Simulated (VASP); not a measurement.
Wanted: the native input for a VASP 6.6.1 run.

```yaml
Task: relaxation of cell and atoms
Functional: PBE
Potentials_or_basis: VASP PAW PBE potentials, release 64 (Te, As)
Cutoff: 600 eV
k_mesh: 3 × 3 × 3
Occupations: gaussian, width 0.1 eV
Spin: no spin polarisation
Dipole_correction: no
Further_INCAR_settings: ALGO = Normal; EDIFF = 1e-07; IBRION = 2; EDIFFG = -0.04; NSW = 90; ISIF = 3
```

The structure of Te5As lies in POSCAR:

```
Te5As
1.0
    3.5140109400      2.0288151600      5.3574681900
   -3.5140109400      2.0288151600      5.3574681900
    0.0000000000     -4.0576303300      5.3574681900
Te As
5 1
Direct
    0.0816354600      0.0816354600      0.0816354600
    0.9183645400      0.9183645400      0.9183645400
    0.0000000000      0.5000000000      0.5000000000
    0.5000000000      0.0000000000      0.5000000000
    0.5000000000      0.5000000000      0.0000000000
    0.5000000000      0.5000000000      0.5000000000
```

The cell was generated, and may not be a known phase.

The input as run:

INCAR

```
PREC     = Accurate       # precision mode
ENCUT    = 600            # plane-wave cutoff, eV
EDIFF    = 1E-7           # SCF threshold, eV
ISMEAR   = 0              # smearing method
SIGMA    = 0.1            # smearing width, eV
LREAL    = False          # projectors in reciprocal space
LASPH    = True           # aspherical terms in the spheres
NELM     = 80             # most SCF steps
ALGO     = Normal         # electronic algorithm
ISIF     = 3              # what is computed and relaxed
LWAVE    = False          # write WAVECAR
LCHARG   = False          # write CHGCAR
GGA      = PE             # functional
IBRION   = 2              # ionic algorithm
NSW      = 90             # ionic steps
EDIFFG   = -0.04          # ionic threshold
```

KPOINTS

```
Automatic mesh
0
Gamma
  3 3 3
```

Potentials or basis: VASP PAW PBE potentials, release 64 (Te, As).

Run with:

```sh
$ cat potpaw_PBE.64/Te/POTCAR potpaw_PBE.64/As/POTCAR > POTCAR
$ mpirun -np 1 vasp_std > vasp.out
```

It gave:

```
Relaxed volume                        : 32.45 Å³/atom
Relaxed cell                          : a = 5.813 Å, b = 5.813 Å, c = 5.813 Å, α = 85.46°, β = 85.46°, γ = 85.46°
Space group after relaxing (to 0.1 Å) : R-3m (No. 166)
Energy gained by relaxing             : 550.6 meV/atom
Ionic steps                           : 36
Pressure after relaxing               : 0.0 GPa
Band gap on the k mesh                : zero (an odd number of electrons rules out a gap without spin polarisation)
```

Caveat: the k points lie up to 0.36 Å⁻¹ apart in the final cell, too coarse for converged energies and pressures of a metal; the volume moved by over 15 % at a fixed basis, so the end points are rough; spin-orbit coupling is left out, which moves the levels of the heavy elements; an odd number of electrons without spin polarisation forces a metal; a magnetic or distorted state may lie lower.

Wall time 25 min on 1 thread of Intel(R) Xeon(R) Platinum 8259CL CPU @ 2.50GHz (Skylake/Cascade Lake), on a shared host, peak memory 0.43 GiB.
